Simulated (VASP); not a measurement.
A run of VASP 6.6.1:

File INCAR:

```
PREC = Accurate
ENCUT = 520
EDIFF = 1E-6
ISMEAR = -1
SIGMA = 0.08
LREAL = False
LASPH = True
NELM = 100
ALGO = Normal
ISIF = 2
LWAVE = False
LCHARG = False
NBANDS = 18
```

KPOINTS

```
Automatic mesh
0
Gamma
  13 13 13
```

POSCAR

```
Ta
1.0
    0.0000000000      2.6953096699      2.6953096699
    2.6953096699      0.0000000000      2.6953096699
    2.6953096699      2.6953096699      0.0000000000
Ta
2
Direct
   -0.1250000000     -0.1250000000     -0.1250000000
    0.1250000000      0.1250000000      0.1250000000
```

Potentials or basis: VASP PAW LDA potentials, release 64 (Ta_pv).

The run is started by

```sh
$ cat potpaw_LDA.64/Ta_pv/POTCAR > POTCAR
$ mpirun -np 1 vasp_std > vasp.out
```

Hardware: 1 thread of Intel(R) Xeon(R) 6975P-C (Granite Rapids), with other jobs on the host.

Task: How long does it take, and how much memory?

Result: Run time: 15 s on 1 thread of Intel(R) Xeon(R) 6975P-C (Granite Rapids) (shared host), peak memory 0.17 GiB. Counts: scf iterations 10, k points 84.
